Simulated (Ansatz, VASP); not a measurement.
## One calculation of Sn, two programs

```xyz
2
Lattice="0.0000 3.5029 3.3281 3.3281 0.0000 3.3281 3.3281 3.5029 0.0000" Properties=species:S:1:pos:R:3 pbc="T T T"
Sn    3.3281    3.5029    3.3281
Sn    4.9922    5.2543    4.9922
```

Change from the starting cell: strain +0.0525 x Voigt [0, 1, 0, 0, 0, 0], atoms carried along.

Alike in both runs: task single point; functional PBE; k mesh 16 × 16 × 16; occupations gaussian, width 0.15 eV; no spin polarisation.

```csv
,VASP,Ansatz
version,VASP 6.6.1,Ansatz 0.2.0
potentials or method,"VASP PAW PBE potentials, release 64 (Sn_d), cutoff 520 eV","scalar-relativistic, plane waves, PAW"
valence electrons in the cell,28,28
```

Ansatz gave:

| Quantity | Value |
| --- | --- |
| gap on the k mesh at the Fermi level (eV) | none |
| pressure (GPa) | -1.6 |
| traceless stress, the component that is largest in VASP (GPa) | -1.01 |

Q: Which values does VASP return?

A: gap on the k mesh at the Fermi level (eV): none; pressure (GPa): -1.7; traceless stress, the component that is largest in VASP (GPa): -1.01.

A gap of «none» marks a metal or a gap that the smearing closes.
